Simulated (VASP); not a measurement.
# MoS2 in VASP: relaxation of the atoms with LDA

Aim: the relaxation of the atoms of MoS2 with LDA.

All numbers are computed with VASP 6.6.1; they aren't measurements. Logs are shortened: lines on timing, memory, paths and dates and some standing lists are left out, and cuts for length are marked.

## Step 1: The cell of the first run

The cell holds a sheet with vacuum, 3 atoms: a = 3.151 Å, b = 3.151 Å, c = 18.120 Å, α = 90.00°, β = 90.00°, γ = 120.00°.

## Step 2: Relaxation of the atoms, LDA

The input, INCAR:

```
SYSTEM = MoS2
PREC = Accurate
ENCUT = 520
EDIFF = 1E-6
ISMEAR = 0
SIGMA = 0.01
LREAL = .FALSE.
LASPH = .TRUE.
NELM = 60
ALGO = Normal
ISIF = 2
LWAVE = .FALSE.
LCHARG = .FALSE.
GGA = CA
IBRION = 2
NSW = 80
EDIFFG = -5E-4
```

The input, KPOINTS:

```
regular mesh
0
G
  12 12 1
  0 0 0
```

The input, POSCAR:

```
MoS2
1.0
    3.1510683322      0.0000000000      0.0000000000
   -1.5755341661      2.7289052247      0.0000000000
    0.0000000000      0.0000000000     18.1200000000
S Mo
2 1
Direct
    0.3333333333      0.6666666667      0.4142974369
    0.3333333333      0.6666666667      0.5857025631
    0.6666666667      0.3333333333      0.5000000000
```

Potentials or basis: VASP PAW LDA potentials, release 64 (S, Mo_sv).

Launch:

```console
$ cat potpaw_LDA.64/S/POTCAR potpaw_LDA.64/Mo_sv/POTCAR > POTCAR
$ mpirun -np 1 vasp_std > vasp.out
```

OUTCAR:

```text
SYSTEM = MoS2
   PREC = Accurate
   ENCUT = 520
   EDIFF = 1E-6
   ISMEAR = 0
   LREAL = .FALSE.
   LASPH = .TRUE.
   NELM = 60
   ISIF = 2
   GGA = CA
   IBRION = 2
   NSW = 80
   EDIFFG = -5E-4

 ion  position               nearest neighbor table
   1  0.333  0.667  0.414-   3 2.39   3 2.39   3 2.39
   2  0.333  0.667  0.586-   3 2.39   3 2.39   3 2.39
   3  0.667  0.333  0.500-   1 2.39   2 2.39   1 2.39   2 2.39   1 2.39   2 2.39

  LATTYP: Found a hexagonal cell.
 ALAT       =     3.1510683322
 C/A-ratio  =     5.7504306761

  Lattice vectors:

 A1 = (   3.1510683322,   0.0000000000,   0.0000000000)
 A2 = (  -1.5755341661,   2.7289052247,   0.0000000000)
 A3 = (   0.0000000000,   0.0000000000,  18.1200000000)

Analysis of symmetry for initial positions (statically):
=====================================================================
 Subroutine PRICEL returns:
 Original cell was already a primitive cell.

 Routine SETGRP: Setting up the symmetry group for a
 hexagonal supercell.

 Subroutine GETGRP returns: Found 12 space group operations
 (whereof 12 operations were pure point group operations)
 out of a pool of 24 trial point group operations.

The static configuration has the point symmetry D_3h.

Analysis of symmetry for dynamics (positions and initial velocities):
=====================================================================
 Subroutine PRICEL returns:
 Original cell was already a primitive cell.

 Routine SETGRP: Setting up the symmetry group for a
 hexagonal supercell.

 Subroutine GETGRP returns: Found 12 space group operations
 (whereof 12 operations were pure point group operations)
 out of a pool of 24 trial point group operations.

The dynamic configuration has the point symmetry D_3h.

 Subroutine INISYM returns: Found 12 space group operations
 (whereof 12 operations are pure point group operations),
 and found     1 'primitive' translations

----------------------------------------------------------------------------------------

                                     Primitive cell

  volume of cell :     155.8133

  direct lattice vectors                    reciprocal lattice vectors
[... 68 lines left out ...]
   dimension x,y,z NGX =    24 NGY =   24 NGZ =  140
   dimension x,y,z NGXF=    48 NGYF=   48 NGZF=  280
   ions per type =               2   1
   NGX,Y,Z   is equivalent  to a cutoff of  12.66, 12.66, 12.84 a.u.
   NGXF,Y,Z  is equivalent  to a cutoff of  25.32, 25.32, 25.69 a.u.
 SYSTEM =  MoS2
   PREC   = accura    normal or accurate (medium, high low for compatibility)
   ISTART =      0    job   : 0-new  1-cont  2-samecut
   ICHARG =      2    charge: 1-file 2-atom 10-const
   ISPIN  =      1    spin polarized calculation?
   LNONCOLLINEAR =      F non collinear calculations
   LSORBIT =      F    spin-orbit coupling
   LASPH  =      T    aspherical Exc in radial PAW
   ENCUT  =  520.0 eV  38.22 Ry    6.18 a.u.   5.86  5.86 33.69*2*pi/ulx,y,z
   NELM   =     60;   NELMIN=  2; NELMDL= -5     # of ELM steps
   EDIFF  = 0.1E-05   stopping-criterion for ELM
   LREAL  =      F    real-space projection
   EDIFFG = -.5E-03   stopping-criterion for IOM
   NSW    =     80    number of steps for IOM
   IBRION =      2    ionic relax: 0-MD 1-quasi-New 2-CG
   NFREE  =      1    steps in history (QN), initial steepest desc. (CG)
   ISIF   =      2    stress and relaxation
   ISYM   =      2    0-nonsym 1-usesym 2-fastsym
   POTIM  = 0.5000    time-step for ionic-motion
   TEBEG  =    0.0;   TEEND  =   0.0 temperature during run
   PSTRESS=    0.0 pullay stress
   NELECT =      26.0000    total number of electrons
   NUPDOWN=      -1.0000    fix difference up-down
   EMIN   =  10.00;   EMAX   =-10.00  energy-range for DOS
   EFERMI =   0.00;   METHOD = LEGACY
   ISMEAR =     0;   SIGMA  =   0.01  broadening in eV -4-tet -1-fermi 0-gaus
   EFERMI_NEDOS =   21; number of points for ismear=-14 and -15
   IALGO  =     38    algorithm
   IMIX   =      4    mixing-type and parameters
     AMIX     =   0.40;   BMIX     =  1.00
     AMIX_MAG =   1.60;   BMIX_MAG =  1.00
  volume/ion in A,a.u.               =      51.94       350.49
  Fermi-wavevector in a.u.,A,eV,Ry     =   0.901290  1.703191 11.052330  0.812323
  Thomas-Fermi vector in A             =   2.024352
   LORBIT       =      0    0 simple, 1 ext, 2 COOP (PROOUT), +10 PAW based schemes
   GGA     = CA    functional components
   LHFCALC =     F    Hartree Fock is set to
   AEXX    =    0.0000 exact exchange contribution
   IVDW    =     0    specifies the selected vdW correction
   LEPSILON=     F    determine dielectric tensor
   LRPA    =     F    only Hartree local field effects (RPA)
 conjugate gradient relaxation of ions
 non-spin polarized calculation
 Gauss-broadening in eV      SIGMA  =   0.01
  energy-cutoff  :      520.00
  volume of cell :      155.81
 maximum number of plane-waves:      4218
 NGX is ok and might be reduce to    24
   NGX = 11   NGY = 11   NGZ = 67

--------------------------------------- Ionic step        1  -------------------------------------------

 number of electron      26.0000000 magnetization

 Free energy of the ion-electron system (eV)
  ---------------------------------------------------
  ext. energy  EPLUGINS =         0.00000000
  ---------------------------------------------------
  free energy    TOTEN  =       -24.35647032 eV

  energy without entropy =      -24.35647032  energy(sigma->0) =      -24.35647032

------------------------ aborting loop because EDIFF is reached ----------------------------------------

  FORCE on cell =-STRESS in cart. coord.  units (eV):
  Direction    XX          YY          ZZ          XY          YZ          ZX
  --------------------------------------------------------------------------------------
  -------------------------------------------------------------------------------------
  Total       -1.1141362     -1.1141362     -0.6408357      0.0000000      0.0000000      0.0000000
  in kB      -11.4563004    -11.4563004     -6.5895051      0.0000000      0.0000000      0.0000000
  external PRESSURE =      -9.8340353 kB  Pullay stress =       0.0000000 kB
[... 61 lines left out ...]
--------------------------------------- Ionic step        3  -------------------------------------------

 number of electron      26.0000000 magnetization

 Free energy of the ion-electron system (eV)
  ---------------------------------------------------
  ext. energy  EPLUGINS =         0.00000000
  ---------------------------------------------------
  free energy    TOTEN  =       -24.35849262 eV

  energy without entropy =      -24.35849262  energy(sigma->0) =      -24.35849262

 E-fermi :  -1.6644     XC(G=0):  -4.3121

 val. band max:       -1.7604731744   @ k =   0.0000   0.0000   0.0000
 cond. band min:      -0.0372139773   @ k =   0.3333   0.3333   0.0000
 fundamental gap:      1.7232591971
 Fermi energy:        -1.6644012761

 k-point     1 :       0.0000    0.0000    0.0000
  band No.  band energies     occupation
      1     -62.2034      2.00000
      2     -36.5772      2.00000
      3     -36.3226      2.00000
      4     -36.3226      2.00000
      5     -15.9213      2.00000
      6     -14.5106      2.00000
[... 399 lines left out ...]
  FREE ENERGIE OF THE ION-ELECTRON SYSTEM (eV)
  ---------------------------------------------------
  free  energy   TOTEN  =       -24.3584926196 eV

  energy  without entropy=      -24.3584926196  energy(sigma->0) =      -24.35849262

 reached required accuracy - stopping structural energy minimisation
```

Run time: 44 s. Hardware: 1 thread of Intel Xeon 6975P-C (Granite Rapids), shared host; peak memory 0.24 GiB.

What came out:

```
Free energy               : -24.3585 eV
Energy gained by relaxing : 0.7 meV/atom
Ionic steps               : 3
Band gap on the k mesh    : 1.72 eV (least direct gap 1.75 eV)
```

The path:
```
step  energy change (eV)  largest force (eV/Å)  pressure (GPa)
   1              0.0000                0.1983           -0.98
   2             -0.0020                0.0115           -0.65
   3             -0.0020                0.0002           -0.63
```

Final structure:
```
S Mo
1.0
     3.15107    0.00000    0.00000
    -1.57553    2.72891    0.00000
     0.00000    0.00000   18.12000
S Mo
2 1
Direct
  0.33333 0.66667 0.41486
  0.33333 0.66667 0.58514
  0.66667 0.33333 0.50000
```

Levels at points of the mesh, in eV from the valence-band top:
| k point | band 11 | band 12 | band 13 | band 14 | band 15 | band 16 |
| --- | --- | --- | --- | --- | --- | --- |
| (0.00, 0.00, 0.00) | -1.53 | -1.53 | 0.00 | 2.87 | 2.87 | 3.19 |
| (0.50, 0.00, 0.00) | -1.84 | -0.93 | -0.62 | 2.35 | 2.88 | 3.96 |
